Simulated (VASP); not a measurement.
Wanted: the native input for a VASP 6.6.1 run.

```
Task                   : single point
Functional             : LDA
Potentials or basis    : VASP PAW LDA potentials, release 64 (Tc_pv, Pt)
Cutoff                 : 500 eV
k mesh                 : 9 × 9 × 5
Occupations            : fermi-dirac, width 0.1 eV
Spin                   : no spin polarisation
Dipole correction      : no
Further INCAR settings : ALGO = Normal; EDIFF = 1e-06; NBANDS = 18
```

The structure of TcPt lies in POSCAR:

```
TcPt
1.0
    2.7827060000      0.0000000000      0.0000000000
   -1.3913530000      2.4098940873      0.0000000000
    0.0000000000      0.0000000000      4.4858650000
Tc Pt
1 1
Direct
    0.6666666667      0.3333333333      0.0000000000
    0.0000000000      0.0000000000      0.5000000000
```

The input as run:

INCAR

```
SYSTEM = TcPt
ALGO = Normal
EDIFF = 1E-6
ENCUT = 500
GGA = CA
GGA_COMPAT = .False.
ISIF = 2
ISMEAR = -1
LASPH = .True.
LCHARG = .True.
LELF = .True.
LREAL = .False.
LVHAR = .True.
LWAVE = .False.
NBANDS = 18
NELM = 120
PREC = Accurate
SIGMA = 0.1
```

KPOINTS

```
k-points
0
Gamma
  9 9 5
  0 0 0
```

Potentials or basis: VASP PAW LDA potentials, release 64 (Tc_pv, Pt).

Launch:

```sh
$ cat potpaw_LDA.64/Tc_pv/POTCAR potpaw_LDA.64/Pt/POTCAR > POTCAR
$ mpirun -np 1 vasp_std > vasp.out
```

Results of the run:

```
Pressure               : -17.0 GPa
Band gap on the k mesh : zero (an odd number of electrons rules out a gap without spin polarisation)
```

Caveat: the cell stands under tension; spin-orbit coupling is left out, which moves the levels of the heavy elements.

Wall time 7.7 s on 1 thread of Intel(R) Xeon(R) 6975P-C (Granite Rapids) (shared host), peak memory 0.13 GiB.
